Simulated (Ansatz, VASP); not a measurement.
# V in VASP and in Ansatz

INCAR

```
PREC     = Accurate       # precision mode
ENCUT    = 520            # plane-wave cutoff, eV
EDIFF    = 1E-7           # SCF threshold, eV
ISMEAR   = -1             # smearing method
SIGMA    = 0.1            # smearing width, eV
LREAL    = F              # projectors in reciprocal space
LASPH    = T              # aspherical terms in the spheres
NELM     = 100            # most SCF steps
ALGO     = Normal         # electronic algorithm
ISIF     = 2              # what is computed and relaxed
LWAVE    = F              # write WAVECAR
LCHARG   = F              # write CHGCAR
GGA      = PS             # functional
NBANDS   = 20             # bands
```

The input KPOINTS:

```
regular mesh
0
Gamma
  23 23 11
```

File POSCAR:

```
V
1.0
    2.5415546310      0.0000000000      0.0000000000
   -1.2707773155      2.2010508755      0.0000000000
    0.0000000000      0.0000000000      4.5779556790
V
2
Direct
    0.3333333333      0.6666666667      0.2500000000
    0.6666666667      0.3333333333      0.7500000000
```

Input for Ansatz:

```yaml
crystal:
  lattice:
    - [2.541554631, 0.0, 0.0]
    - [-1.2707773155, 2.2010508755, 0.0]
    - [0.0, 0.0, 4.577955679]
  atoms:
    - { symbol: V, position: [0.3333333333, 0.6666666667, 0.25] }
    - { symbol: V, position: [0.6666666667, 0.3333333333, 0.75] }
hamiltonian:
  xc: pbesol
  pseudopotentials:
    kind: paw
    azcp:
      V: "pseudopotentials/V.paw.azcp"
basis:
  ecutwfc: 420
  fft_grid_basis: typed
kpoints:
  mp_grid: { grid: [23, 23, 11], shift: [0, 0, 0] }
magnetization:
  spin_polarized: false
scf:
  occupations: { method: fermi_dirac, width: 0.1 }
output:
  stress: true
```

Alike in both runs: task single point; functional PBEsol; k mesh 23 × 23 × 11; occupations fermi-dirac, width 0.1 eV; no spin polarisation.

|  | VASP | Ansatz |
| --- | --- | --- |
| version | VASP 6.6.1 | Ansatz 0.2.0 |
| potentials or method | VASP PAW PBE potentials, release 64 (V_sv), cutoff 520 eV | plane waves (420 eV) with PAW, scalar-relativistic |
| valence electrons in the cell | 26 | 26 |

Ansatz gave:

| Item | Value |
| --- | --- |
| pressure (GPa) | 8.3 |
| traceless stress, the component that is largest in VASP (GPa) | 0.09 |

Problem. Which values does VASP return?

Solution. Pressure (GPa): 8.5; traceless stress, the component that is largest in VASP (GPa): 0.10.

VASP's potentials were made for PBE, not for PBEsol, and Ansatz warns of the same on its side.
